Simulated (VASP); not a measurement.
A run of VASP 6.6.1 is set up as follows.

File INCAR:

```
SYSTEM = AgBr
  ALGO = Normal
  EDIFF = 1E-6
  ENCUT = 500
  GGA = PS
  GGA_COMPAT = .FALSE.
  ISIF = 2
  ISMEAR = -1
  LASPH = .TRUE.
  LCHARG = .FALSE.
  LMAXMIX = 4
  LORBIT = 11
  LORBMOM = .TRUE.
  LREAL = .FALSE.
  LSORBIT = .TRUE.
  LWAVE = .FALSE.
  MAGMOM = 0 0 0 0 0 0
  NBANDS = 30
  NELM = 200
  PREC = Accurate
  SIGMA = 0.01
```

File KPOINTS:

```
k-points
0
G
  8 8 8
  0 0 0
```

File POSCAR:

```
AgBr
1.0
    2.8043637235      2.8043637235      0.0000000000
   -2.8043637235      2.8043637235      0.0000000000
    0.0000000000      2.8043637235      2.8043637235
Ag Br
1 1
Direct
    0.0000000000      0.0000000000      0.0000000000
    0.5000000000      0.5000000000      0.0000000000
```

Potentials or basis: VASP PAW PBE potentials, release 64 (Ag, Br).

Launch:

```bash
$ cat potpaw_PBE.64/Ag/POTCAR potpaw_PBE.64/Br/POTCAR > POTCAR
$ mpirun -np 1 vasp_ncl > vasp.out
```

Task: Predict the pressure.

Result: 2.0 GPa.

Task: Predict the net moment.

Result: 0.00 μB per cell.

Moments on the atoms (μB; x, y, z):
```
Ag  0.00 0.00 0.00
Br  0.00 0.00 0.00
```

Caveat: the PAW data sets were made with another functional, which shifts forces and pressure a little.
